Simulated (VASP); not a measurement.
Write the native input for VASP 6.6.1 that does the following.

```
Task                   : single point
Functional             : LDA
Potentials or basis    : VASP PAW LDA potentials, release 64 (Rh_pv)
Cutoff                 : 500 eV
k mesh                 : 17 × 17 × 17
Occupations            : fermi-dirac, width 0.08 eV
Spin                   : no spin polarisation
Dipole correction      : no
Further INCAR settings : ALGO = Normal; EDIFF = 1e-06; NBANDS = 14
```

The structure of Rh lies in POSCAR:

```
Rh
1.0
    2.3020508712      0.0000000000      0.0000000000
    0.0000000000      2.3020508712      0.0000000000
    0.0000000000      0.0000000000      2.3020508712
Rh
1
Direct
    0.0000000000      0.0000000000      0.0000000000
```

This isn't the form of Rh at room conditions, which is fcc.

One way to write it, as run:

INCAR

```
SYSTEM = Rh
PREC = Accurate
ENCUT = 500
EDIFF = 1E-6
ISMEAR = -1
SIGMA = 0.08
LREAL = .False.
LASPH = .True.
NELM = 120
ALGO = Normal
ISIF = 2
LWAVE = .False.
LCHARG = .False.
GGA = CA
NBANDS = 14
GGA_COMPAT = .False.
```

KPOINTS

```
regular mesh
0
Gamma
  17 17 17
  0 0 0
```

Potentials or basis: VASP PAW LDA potentials, release 64 (Rh_pv).

Command:

```bash
$ cat potpaw_LDA.64/Rh_pv/POTCAR > POTCAR
$ mpirun -np 1 vasp_std > vasp.out
```

It gave:

```
Pressure               : 90.9 GPa
Band gap on the k mesh : zero (an odd number of electrons rules out a gap without spin polarisation)
```

Caveat: the cell stands under pressure.

It took 7.2 s on 1 thread of Intel(R) Xeon(R) 6975P-C (Granite Rapids) (shared host), peak memory 0.13 GiB.
